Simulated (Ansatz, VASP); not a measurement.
Two plane-wave programs on GeOs2

The input INCAR:

```
  ALGO = Normal
  EDIFF = 1E-6
  EDIFFG = -0.04
  ENCUT = 600
  GGA = PE
  IBRION = 2
  ISIF = 3
  ISMEAR = 0
  LASPH = T
  LCHARG = F
  LREAL = F
  LWAVE = F
  NELM = 60
  NSW = 90
  PREC = Accurate
  SIGMA = 0.1
```

Contents of KPOINTS:

```
k-points
0
Gamma
  6 6 4
```

File POSCAR:

```
GeOs2
1.0
    3.5433871569      0.0000000000      0.0000000000
   -1.7716935785      3.0686632934      0.0000000000
    0.0000000000      0.0000000000      3.8259163655
Ge Os
1 2
Direct
    0.0000000000      0.0000000000      0.0000000000
    0.3333333333      0.6666666667      0.5000000000
    0.6666666667      0.3333333333      0.5000000000
```

Input for Ansatz:

```yaml
crystal:
  lattice:
    - [3.5433871569, 0.0, 0.0]
    - [-1.7716935785, 3.0686632934, 0.0]
    - [0.0, 0.0, 3.8259163655]
  atoms:
    - { symbol: Ge, position: [0.0, 0.0, 0.0] }
    - { symbol: Os, position: [0.3333333333, 0.6666666667, 0.5] }
    - { symbol: Os, position: [0.6666666667, 0.3333333333, 0.5] }
basis:
  ecutwfc: 420
kpoints:
  mp_grid: { grid: [6, 6, 4] }
hamiltonian:
  xc: pbe
scf:
  occupations: { method: gaussian, width: 0.1 }
  lower_state_search: "off"
output:
  forces: true
  stress: true
  eigenvalues: true
relax:
  adjacent_minimum: "off"
  f_tol: 0.04
  max_steps: 70
  cell: { stress_tol: 0.4 }
```

Alike in both runs: task relaxation of cell and atoms; functional PBE; k mesh 6 × 6 × 4; occupations gaussian, width 0.1 eV; no spin polarisation.

|  | VASP | Ansatz |
| --- | --- | --- |
| version | VASP 6.6.1 | Ansatz 0.2.0 |
| potentials or method | VASP PAW PBE potentials, release 64 (Ge_d, Os), cutoff 600 eV | scalar-relativistic, plane waves, PAW |
| valence electrons in the cell | 30 | 46 |

|  | VASP | Ansatz | Ansatz less VASP |
| --- | --- | --- | --- |
| gap on the k mesh at the Fermi level, each at its own relaxed structure (eV) | none | none | - |
| relaxed volume (Å³/atom) | 15.39 | 15.40 | +0.013 |
| relaxed cell length with the largest relative difference (Å) | 2.828 | 2.824 | -0.0039 |

A gap of «none» marks a metal or a gap that the smearing closes. VASP's potentials hold 30 valence electrons a cell and Ansatz's 46, so a difference there can come from the potentials and not from the codes.

The k mesh is coarse, so the values compare programs but aren't converged. Spin-orbit coupling is off throughout.
